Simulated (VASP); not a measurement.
Wanted: the native input for a VASP 6.6.1 run.

| Quantity | Value |
| --- | --- |
| Task | relaxation of cell and atoms |
| Functional | PBE |
| Potentials or basis | VASP PAW PBE potentials, release 64 (Sr_sv, Hf_pv, W_sv) |
| Cutoff | 600 eV |
| k mesh | 4 × 4 × 4 |
| Occupations | gaussian, width 0.1 eV |
| Spin | no spin polarisation |
| Dipole correction | no |
| Further INCAR settings | ALGO = Fast; EDIFF = 1e-06; IBRION = 2; EDIFFG = -0.04; NSW = 90; ISIF = 3 |

The structure of Sr3HfW lies in POSCAR:

```
Sr3HfW
1.0
    5.0948716500      0.0000000000      0.0000000000
    0.0000000000      5.0948716500      0.0000000000
    0.0000000000      0.0000000000      5.0948716500
Sr Hf W
3 1 1
Direct
    0.5000000000      0.0000000000      0.0000000000
    0.0000000000      0.5000000000      0.0000000000
    0.0000000000      0.0000000000      0.5000000000
    0.5000000000      0.5000000000      0.5000000000
    0.0000000000      0.0000000000      0.0000000000
```

The cell was generated, and may not be a known phase.

One way to write it, as run:

INCAR

```
PREC     = Accurate       # precision mode
ENCUT    = 600            # plane-wave cutoff, eV
EDIFF    = 1E-6           # SCF threshold, eV
ISMEAR   = 0              # smearing method
SIGMA    = 0.1            # smearing width, eV
LREAL    = False          # projectors in reciprocal space
LASPH    = True           # aspherical terms in the spheres
NELM     = 60             # most SCF steps
ALGO     = Fast           # electronic algorithm
ISIF     = 3              # what is computed and relaxed
LWAVE    = False          # write WAVECAR
LCHARG   = False          # write CHGCAR
GGA      = PE             # functional
IBRION   = 2              # ionic algorithm
NSW      = 90             # ionic steps
EDIFFG   = -0.04          # ionic threshold
```

KPOINTS

```
Automatic mesh
0
Gamma
  4 4 4
```

Potentials or basis: VASP PAW PBE potentials, release 64 (Sr_sv, Hf_pv, W_sv).

Command:

```console
$ cat potpaw_PBE.64/Sr_sv/POTCAR potpaw_PBE.64/Hf_pv/POTCAR potpaw_PBE.64/W_sv/POTCAR > POTCAR
$ mpirun -np 1 vasp_std > vasp.out
```

It gave:

```yaml
Relaxed_volume: 38.77 Å³/atom
Relaxed_cell: a = 5.788 Å, b = 5.788 Å, c = 5.788 Å, α = 90.00°, β = 90.00°, γ = 90.00°
Space_group_after_relaxing_to_0.1_Å: Pm-3m (No. 221)
Energy_gained_by_relaxing: 561.5 meV/atom
Ionic_steps: 5
Pressure_after_relaxing: 0.0 GPa
Band_gap_on_the_k_mesh: zero (bands 27 and 28 overlap by 0.59 eV)
```

Caveat: the volume moved by over 15 % at a fixed basis, so the end points are rough; spin-orbit coupling is left out, which moves the levels of the heavy elements.

Run time: 26 min on 1 thread of Intel Xeon 8259CL (shared host), peak memory 0.31 GiB.
